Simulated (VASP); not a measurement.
# Y (P6_3/mmc) in VASP: further runs

The runs below take Y through relaxation of cell and atoms, with PBE.

All numbers are computed with VASP 6.6.1; they aren't measurements. Logs are shortened: lines on timing, memory, paths and dates and some standing lists are left out, and cuts for length are marked.

## Step 1: The cell of the first run

The structure is hexagonal, space group P6_3/mmc (No. 194). The conventional cell has a = 3.323 Å, b = 3.323 Å, c = 10.696 Å, α = 90.00°, β = 90.00°, γ = 120.00°. Within 4.3 Å of Y (site symmetry -3m) lie 12 Y at 3.29 to 3.32 Å. Within 4.3 Å of Y (site symmetry -6m2) lie 12 Y at 3.29 to 3.32 Å.

## Step 2: Relaxation of cell and atoms, PBE, target pressure 15 GPa, at which the enthalpy is minimised

INCAR reads:

```
ALGO     = Fast           # electronic algorithm
EDIFF    = 1E-6           # SCF threshold, eV
EDIFFG   = -0.008         # ionic threshold
ENCUT    = 600            # plane-wave cutoff, eV
GGA      = PE             # functional
IBRION   = 2              # ionic algorithm
ISIF     = 3              # what is computed and relaxed
ISMEAR   = 0              # smearing method
LASPH    = T              # aspherical terms in the spheres
LCHARG   = F              # write CHGCAR
LREAL    = F              # projectors in reciprocal space
LWAVE    = F              # write WAVECAR
NELM     = 60             # most SCF steps
NSW      = 70             # ionic steps
PREC     = Accurate       # precision mode
PSTRESS  = 150.0        
SIGMA    = 0.1            # smearing width, eV
```

KPOINTS reads:

```
k-points
0
Gamma
  15 15 4
```

POSCAR reads:

```
Y
1.0
    3.3231951040      0.0000000000      0.0000000000
   -1.6615975520      2.8779713818      0.0000000000
    0.0000000000      0.0000000000     10.6961651016
Y
4
Direct
    0.0000000000      0.0000000000      0.0000000000
    0.3333333333      0.6666666667      0.2500000000
    0.0000000000      0.0000000000      0.5000000000
    0.6666666667      0.3333333333      0.7500000000
```

Potentials or basis: VASP PAW PBE potentials, release 64 (Y_sv).

Started as:

```
$ cat potpaw_PBE.64/Y_sv/POTCAR > POTCAR
$ mpirun -np 1 vasp_std > vasp.out
```

OUTCAR:

```text
EDIFF = 1E-6
   EDIFFG = -0.008
   ENCUT = 600
   GGA = PE
   IBRION = 2
   ISIF = 3
   ISMEAR = 0
   LASPH = T
   LREAL = F
   NELM = 60
   NSW = 70
   PREC = Accurate
   PSTRESS = 150.0

 ion  position               nearest neighbor table
   1  0.000  0.000  0.000-   2 3.29   4 3.29   4 3.29   2 3.29   4 3.29   2 3.29
   2  0.333  0.667  0.250-   1 3.29   3 3.29   1 3.29   3 3.29   1 3.29   3 3.29
   3  0.000  0.000  0.500-   2 3.29   4 3.29   4 3.29   2 3.29   4 3.29   2 3.29
   4  0.667  0.333  0.750-   1 3.29   3 3.29   1 3.29   3 3.29   1 3.29   3 3.29

  LATTYP: Found a hexagonal cell.
 ALAT       =     3.3231951040
 C/A-ratio  =     3.2186389203

  Lattice vectors:

 A1 = (   3.3231951040,   0.0000000000,   0.0000000000)
 A2 = (  -1.6615975520,   2.8779713818,   0.0000000000)
 A3 = (   0.0000000000,   0.0000000000,  10.6961651016)

Analysis of symmetry for initial positions (statically):
=====================================================================
 Subroutine PRICEL returns:
 Original cell was already a primitive cell.

 Routine SETGRP: Setting up the symmetry group for a
 hexagonal supercell.

 Subroutine GETGRP returns: Found 24 space group operations
 (whereof 12 operations were pure point group operations)
 out of a pool of 24 trial point group operations.

The static configuration has the point symmetry D_3d.
 The point group associated with its full space group is D_6h.

Analysis of symmetry for dynamics (positions and initial velocities):
=====================================================================
 Subroutine PRICEL returns:
 Original cell was already a primitive cell.

 Routine SETGRP: Setting up the symmetry group for a
 hexagonal supercell.

 Subroutine GETGRP returns: Found 24 space group operations
 (whereof 12 operations were pure point group operations)
 out of a pool of 24 trial point group operations.

The dynamic configuration has the point symmetry D_3d.
 The point group associated with its full space group is D_6h.

 Subroutine INISYM returns: Found 24 space group operations
 (whereof 12 operations are pure point group operations),
 and found     1 'primitive' translations

----------------------------------------------------------------------------------------

                                     Primitive cell

  volume of cell :     102.2988

  direct lattice vectors                    reciprocal lattice vectors
     3.323195104  0.000000000  0.000000000     0.300915224  0.173733486  0.000000000
    -1.661597552  2.877971382  0.000000000     0.000000000  0.347466971  0.000000000
     0.000000000  0.000000000 10.696165102     0.000000000  0.000000000  0.093491451
[... 99 lines left out ...]
   NELECT =      44.0000    total number of electrons
   NUPDOWN=      -1.0000    fix difference up-down
   EMIN   =  10.00;   EMAX   =-10.00  energy-range for DOS
   EFERMI =   0.00;   METHOD = LEGACY
   ISMEAR =     0;   SIGMA  =   0.10  broadening in eV -4-tet -1-fermi 0-gaus
   EFERMI_NEDOS =   21; number of points for ismear=-14 and -15
   IALGO  =     68    algorithm
   IMIX   =      4    mixing-type and parameters
     AMIX     =   0.40;   BMIX     =  1.00
     AMIX_MAG =   1.60;   BMIX_MAG =  1.00
  volume/ion in A,a.u.               =      25.57       172.59
  Fermi-wavevector in a.u.,A,eV,Ry     =   1.235764  2.335256 20.777634  1.527113
  Thomas-Fermi vector in A             =   2.370400
   LORBIT       =      0    0 simple, 1 ext, 2 COOP (PROOUT), +10 PAW based schemes
   GGA     = PE    functional components
   LHFCALC =     F    Hartree Fock is set to
   AEXX    =    0.0000 exact exchange contribution
   IVDW    =     0    specifies the selected vdW correction
   LEPSILON=     F    determine dielectric tensor
   LRPA    =     F    only Hartree local field effects (RPA)
 conjugate gradient relaxation of ions
 non-spin polarized calculation
 RMM-DIIS sequential band-by-band and
 Gauss-broadening in eV      SIGMA  =   0.10
  energy-cutoff  :      600.00
  volume of cell :      102.30
 maximum number of plane-waves:      3457
 NGX is ok and might be reduce to    28
   NGX = 13   NGY = 13   NGZ = 43

--------------------------------------- Ionic step        1  -------------------------------------------

 number of electron      44.0000000 magnetization

 Free energy of the ion-electron system (eV)
  ---------------------------------------------------
  ext. energy  EPLUGINS =         0.00000000
  ---------------------------------------------------
  free energy    TOTEN  =       -24.75045280 eV

  energy without entropy =      -24.72911254  energy(sigma->0) =      -24.73978267

------------------------ aborting loop because EDIFF is reached ----------------------------------------

  FORCE on cell =-STRESS in cart. coord.  units (eV):
  Direction    XX          YY          ZZ          XY          YZ          ZX
  --------------------------------------------------------------------------------------
  -------------------------------------------------------------------------------------
  Total        8.5634691      8.5634691      8.5041923      0.0000000      0.0000000     -0.0000000
  in kB      134.1188768    134.1188768    133.1904987      0.0000000      0.0000000     -0.0000000
  external PRESSURE =     -16.1905826 kB  Pullay stress =     150.0000000 kB
[... 187 lines left out ...]
--------------------------------------- Ionic step        6  -------------------------------------------

 number of electron      44.0000000 magnetization

 Free energy of the ion-electron system (eV)
  ---------------------------------------------------
  ext. energy  EPLUGINS =         0.00000000
  ---------------------------------------------------
  free energy    TOTEN  =       -24.57398711 eV

  energy without entropy =      -24.55336681  energy(sigma->0) =      -24.56367696

 E-fermi :   4.4696     XC(G=0): -10.5262

 val. band max:        4.4683696354   @ k =   0.1333   0.1333   0.0000
 cond. band min:       4.4739436229   @ k =   0.2667   0.2000   0.2500
 fundamental gap:      0.0055739875
 Fermi energy:         4.4695991496

 k-point     1 :       0.0000    0.0000    0.0000
  band No.  band energies     occupation
      1     -37.6896      2.00000
      2     -37.5931      2.00000
      3     -37.5829      2.00000
      4     -37.4839      2.00000
      5     -18.3801      2.00000
      6     -17.7513      2.00000
[... 685 lines left out ...]
     25       4.8038      0.00000
     26       5.4880      0.00000

 [... further k-points ...]

------------------------ aborting loop because EDIFF is reached ----------------------------------------

  FORCE on cell =-STRESS in cart. coord.  units (eV):
  Direction    XX          YY          ZZ          XY          YZ          ZX
  --------------------------------------------------------------------------------------
  -------------------------------------------------------------------------------------
  Total        9.3830498      9.3830498      9.3588060      0.0000000      0.0000000      0.0000000
  in kB      149.8771703    149.8771703    149.4899191      0.0000000      0.0000000      0.0000000
  external PRESSURE =      -0.2519134 kB  Pullay stress =     150.0000000 kB
[... 23 lines left out ...]
  energy  without entropy=      -24.5533668087  energy(sigma->0) =      -24.56367696

  enthalpy is  TOTEN    =       -15.1832475746 eV   P V=        9.3907395361

 reached required accuracy - stopping structural energy minimisation
```

OSZICAR:

```text
N       E                     dE             d eps       ncg     rms          rms(c)
DAV:   1     0.257079180107E+03    0.25708E+03   -0.25106E+04  4212   0.186E+03
DAV:   2     0.136054017131E+01   -0.25572E+03   -0.25234E+03  4682   0.406E+02
DAV:   3    -0.234152710838E+02   -0.24776E+02   -0.24058E+02  6984   0.658E+01
DAV:   4    -0.250868948937E+02   -0.16716E+01   -0.16475E+01  5902   0.169E+01
[... 76 lines left out ...]
DAV:   1    -0.245740288660E+02    0.20622E-02   -0.71044E-04  5344   0.164E-01    0.576E-02
RMM:   2    -0.245739964304E+02    0.32436E-04   -0.44197E-05  4632   0.445E-02    0.361E-02
RMM:   3    -0.245739835335E+02    0.12897E-04   -0.62042E-05  4884   0.453E-02    0.217E-02
RMM:   4    -0.245739863916E+02   -0.28581E-05   -0.15305E-05  3902   0.169E-02    0.310E-03
RMM:   5    -0.245739871107E+02   -0.71915E-06   -0.48491E-06  3322   0.735E-03
   6 F= -.15183248E+02 E0= -.15172937E+02  d E =-.111225E-04
```

CONTCAR:

```text
Y
   1.00000000000000
     3.3023438642569474    0.0000000000000000    0.0000000000000000
    -1.6511719321284737    2.8599136784831503   -0.0000000000000000
     0.0000000000000000    0.0000000000000000   10.6204740040832686
  Y
     4
Direct
     0.0000000000000000    0.0000000000000000    0.0000000000000000
     0.3333333332999970    0.6666666667000030    0.2500000000000000
     0.0000000000000000    0.0000000000000000    0.5000000000000000
     0.6666666667000030    0.3333333332999970    0.7500000000000000

  0.00000000E+00  0.00000000E+00  0.00000000E+00
  0.00000000E+00  0.00000000E+00  0.00000000E+00
  0.00000000E+00  0.00000000E+00  0.00000000E+00
  0.00000000E+00  0.00000000E+00  0.00000000E+00
```

Wall time 38 min (1 thread of Oxide Virtual Turin-like, shared host); peak memory 0.39 GiB.

Results:

```
Free energy                                                : -24.5740 eV
Relaxed volume                                             : 25.08 Å³/atom
Relaxed cell                                               : a = 3.302 Å, b = 3.302 Å, c = 10.620 Å, α = 90.00°, β = 90.00°, γ = 120.00°
Space group after relaxing (to 0.1 Å)                      : P6_3/mmc (No. 194)
Energy change on relaxing (the run minimises the enthalpy) : +44.1 meV/atom
Ionic steps                                                : 6
Pressure after relaxing                                    : 15.0 GPa
Band gap on the k mesh                                     : zero (bands 22 and 23 overlap by 1.63 eV)
```

The path:
```csv
step,energy change (eV),largest force (eV/Å),pressure (GPa),volume (Å³)
1,0.0000,0.0000,13.38,102.30
2,0.3516,0.0000,16.45,98.52
3,0.1775,0.0000,14.99,100.29
4,0.1812,0.0000,15.04,100.25
5,0.1744,0.0000,14.92,100.33
6,0.1765,0.0000,14.97,100.30
```

Final structure:
```xyz
4
Lattice="3.3023 0.0000 0.0000 -1.6512 2.8599 0.0000 0.0000 0.0000 10.6205" Properties=species:S:1:pos:R:3 pbc="T T T"
Y     0.0000    0.0000    0.0000
Y     0.0000    1.9066    2.6551
Y     0.0000    0.0000    5.3102
Y     1.6512    0.9533    7.9654
```

Levels at points of the mesh, in eV from the Fermi level:
| k point | band 20 | band 21 | band 22 | band 23 | band 24 | band 25 |
| --- | --- | --- | --- | --- | --- | --- |
| (0.00, 0.00, 0.00) | -2.33 | 0.89 | 0.95 | 1.77 | 1.77 | 1.78 |
| (0.00, 0.00, 0.50) | -2.44 | 1.17 | 1.17 | 1.65 | 1.65 | 1.93 |

Caveat: the cell is relaxed towards a set pressure, so the run minimises the enthalpy, not the energy.

## Step 3: Relaxation of cell and atoms, PBE, target pressure 8 GPa, at which the enthalpy is minimised

This run uses another cell than the first one, of 28.00 Å³/atom.

INCAR reads:

```
SYSTEM = Y
PREC = Accurate
ENCUT = 600
EDIFF = 1E-6
ISMEAR = 0
SIGMA = 0.1
LREAL = .False.
LASPH = .True.
NELM = 60
ALGO = Fast
ISIF = 3
LWAVE = .False.
LCHARG = .False.
GGA = PE
IBRION = 2
NSW = 70
EDIFFG = -0.008
PSTRESS = 80.0
```

KPOINTS reads:

```
regular mesh
0
Gamma
  15 15 4
  0 0 0
```

POSCAR reads:

```
Y
1.0
    3.4255396412      0.0000000000      0.0000000000
   -1.7127698206      2.9666043509      0.0000000000
    0.0000000000      0.0000000000     11.0203754893
Y
4
Direct
    0.0000000000      0.0000000000      0.0000000000
    0.3333333333      0.6666666667      0.2500000000
    0.0000000000      0.0000000000      0.5000000000
    0.6666666667      0.3333333333      0.7500000000
```

Potentials or basis: VASP PAW PBE potentials, release 64 (Y_sv).

Started as:

```
$ cat potpaw_PBE.64/Y_sv/POTCAR > POTCAR
$ mpirun -np 1 vasp_std > vasp.out
```

Run time: 26 min. Hardware: 1 thread of Oxide Virtual Turin-like, shared host; peak memory 0.4 GiB.

Results (log left out):

| Quantity | Value |
| --- | --- |
| Free energy | -25.2900 eV |
| Relaxed volume | 27.62 Å³/atom |
| Relaxed cell | a = 3.410 Å, b = 3.410 Å, c = 10.973 Å, α = 90.00°, β = 90.00°, γ = 120.00° |
| Space group after relaxing (to 0.1 Å) | P6_3/mmc (No. 194) |
| Energy change on relaxing (the run minimises the enthalpy) | +18.0 meV/atom |
| Ionic steps | 3 |
| Pressure after relaxing | 8.0 GPa |
| Band gap on the k mesh | zero (bands 22 and 23 overlap by 1.57 eV) |

Step by step:
| step | energy change (eV) | largest force (eV/Å) | pressure (GPa) | volume (Å³) |
| --- | --- | --- | --- | --- |
| 1 | 0.0000 | 0.0000 | 7.14 | 111.99 |
| 2 | 0.1175 | 0.0000 | 8.46 | 109.58 |
| 3 | 0.0719 | 0.0000 | 8.01 | 110.47 |

Final structure:
```
CELL_PARAMETERS angstrom
3.40958 0.00000 0.00000
-1.70479 2.95279 0.00000
0.00000 0.00000 10.97262
ATOMIC_POSITIONS crystal
Y 0.00000 0.00000 0.00000
Y 0.33333 0.66667 0.25000
Y 0.00000 0.00000 0.50000
Y 0.66667 0.33333 0.75000
```

Levels at points of the mesh, in eV from the Fermi level:
```
           k point  band 18  band 19  band 20  band 21  band 22  band 23  band 24  band 25  band 26
(0.00, 0.00, 0.00)    -3.35    -3.34    -2.18     0.84     0.90     1.31     1.72     1.75     1.80
(0.00, 0.00, 0.50)    -4.49    -2.39    -2.39     0.87     0.87     1.60     1.60     1.87     1.87
```

Caveat: the cell is relaxed towards a set pressure, so the run minimises the enthalpy, not the energy.
